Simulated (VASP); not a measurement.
Here is a VASP 6.6.1 calculation.

File INCAR:

```
ALGO = Normal
EDIFF = 1E-6
EDIFFG = -0.02
ENCUT = 600
GGA = PE
IBRION = 2
ISIF = 3
ISMEAR = -1
ISPIN = 2
IVDW = 13
LASPH = T
LCHARG = F
LMAXMIX = 4
LORBIT = 11
LREAL = F
LWAVE = F
MAGMOM = 0 3
NELM = 150
NSW = 80
PREC = Accurate
SIGMA = 0.05
```

KPOINTS

```
k-points
0
Gamma
  10 10 7
```

Contents of POSCAR:

```
FePt
1.0
    2.7235000000      0.0000000000      0.0000000000
    0.0000000000      2.7235000000      0.0000000000
    0.0000000000      0.0000000000      3.7200000000
Pt Fe
1 1
Direct
    0.5000000000      0.5000000000      0.5000000000
    0.0000000000      0.0000000000      0.0000000000
```

Potentials or basis: VASP PAW PBE potentials, release 64 (Pt, Fe).

The run is started by

```bash
$ cat potpaw_PBE.64/Pt/POTCAR potpaw_PBE.64/Fe/POTCAR > POTCAR
$ mpirun -np 1 vasp_std > vasp.out
```

Q: Predict the net moment.

A: 3.25 μB per cell.

Q: What does it give for the dispersion energy per atom?

A: -0.537 eV.

The path:
| step | energy change (eV) | largest force (eV/Å) | pressure (GPa) | volume (Å³) |
| --- | --- | --- | --- | --- |
| 1 | 0.0000 | 0.0000 | -2.75 | 27.59 |
| 2 | 0.0060 | 0.0000 | 5.17 | 26.66 |
| 3 | -0.0031 | 0.0000 | 0.04 | 27.24 |
| 4 | -0.0031 | 0.0000 | -0.06 | 27.25 |
